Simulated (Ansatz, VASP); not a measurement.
Two plane-wave programs on Ni

```
Ni
1.0
     0.00000    1.72591    1.72591
     1.72591    0.00000    1.72591
     1.72591    1.72591    0.00000
Ni
1
Direct
  0.00000 0.00000 0.00000
```

Alike in both runs: task single point; functional LDA; k mesh 13 × 13 × 13; occupations fermi-dirac, width 0.05 eV; collinear spin.

|  | VASP | Ansatz |
| --- | --- | --- |
| version | VASP 6.6.1 | Ansatz 0.2.0 |
| potentials or method | VASP PAW LDA potentials, release 64 (Ni) | Ansatz PAW |
| plane-wave cutoff (eV) | 520 | 420 |
| valence electrons in the cell | 10 | 18 |

|  | VASP | Ansatz | Ansatz less VASP |
| --- | --- | --- | --- |
| gap on the k mesh at the Fermi level (eV) | none | none | - |
| pressure (GPa) | -5.9 | -5.8 | +0.03 |
| net moment per atom (μB) | 0.61 | 0.62 | +0.007 |
| size of the moment on the site where the two differ most (μB) | 0.61 | 0.65 | +0.032 |

LDA's correlation is that of Perdew and Zunger in VASP and of Perdew and Wang (1992) in Ansatz. Site moments also hang on the region over which each program counts them. A gap of «none» marks a metal or a gap that the smearing closes. VASP's potentials hold 10 valence electrons a cell and Ansatz's 18, so a difference there can come from the potentials and not from the codes.
